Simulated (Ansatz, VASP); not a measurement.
# Si in VASP and in Ansatz

```
Si
1.0
    10.86000    0.00000    0.00000
     0.00000   10.86000    0.00000
     0.00000    0.00000   10.86000
Si
63
Direct
  0.49756 0.99756 0.99947
  0.62398 0.12398 0.12510
  0.75000 0.25000 0.00000
  0.87602 0.37602 0.12510
  0.74965 0.99976 0.24976
  0.87488 0.12512 0.37512
  0.00244 0.99756 0.00053
  0.12519 0.12497 0.12481
  0.25000 0.25000 0.00000
  0.37481 0.37503 0.12481
  0.49756 0.50244 0.00053
  0.62497 0.62519 0.12481
  0.75000 0.75000 0.00000
  0.87503 0.87481 0.12481
  0.24947 0.99756 0.24756
  0.37510 0.12398 0.37398
  0.49976 0.24965 0.24976
  0.62512 0.37488 0.37512
  0.75035 0.50024 0.24976
  0.87602 0.62490 0.37398
  0.49976 0.99976 0.49965
  0.62512 0.12512 0.62488
  0.75000 0.25000 0.50000
  0.87488 0.37488 0.62488
  0.75035 0.99976 0.75024
  0.87602 0.12398 0.87490
  0.00244 0.50244 0.99947
  0.13175 0.63175 0.11825
  0.36825 0.86825 0.11825
  0.00024 0.25035 0.24976
  0.12490 0.37602 0.37398
  0.25053 0.50244 0.24756
  0.37481 0.62519 0.37497
  0.49756 0.74947 0.24756
  0.62398 0.87510 0.37398
  0.00024 0.99976 0.50035
  0.12490 0.12398 0.62602
  0.25000 0.25000 0.50000
  0.37510 0.37602 0.62602
  0.49976 0.50024 0.50035
  0.62398 0.62490 0.62602
  0.75000 0.75000 0.50000
  0.87602 0.87510 0.62602
  0.25053 0.99756 0.75244
  0.37481 0.12497 0.87519
  0.49976 0.25035 0.75024
  0.62398 0.37602 0.87490
  0.74965 0.50024 0.75024
  0.87503 0.62519 0.87519
  0.00244 0.75053 0.24756
  0.12519 0.87481 0.37497
  0.00024 0.50024 0.49965
  0.12519 0.62519 0.62503
  0.25000 0.75000 0.50000
  0.37481 0.87481 0.62503
  0.00024 0.24965 0.75024
  0.12519 0.37503 0.87519
  0.24947 0.50244 0.75244
  0.36825 0.63175 0.88175
  0.49756 0.75053 0.75244
  0.62497 0.87481 0.87519
  0.00244 0.74947 0.75244
  0.13175 0.86825 0.88175
```

Alike in both runs: functional PBE; dispersion D3(BJ); k mesh 1 × 1 × 1; occupations gaussian, width 0.02 eV; no spin polarisation.

Ansatz relaxed the structure, and its values are those at the end. VASP's run is a single point on that final structure, the one shown.

|  | VASP | Ansatz |
| --- | --- | --- |
| version | VASP 6.6.1 | Ansatz 0.2.0 |
| potentials or method | VASP PAW PBE potentials, release 64 (Si), cutoff 520 eV | scalar-relativistic, plane waves, PAW |
| valence electrons in the cell | 252 | 252 |

```csv
,VASP,Ansatz,Ansatz less VASP
rms of the force components (eV/Å),0.012,0.012,+0.0003
```
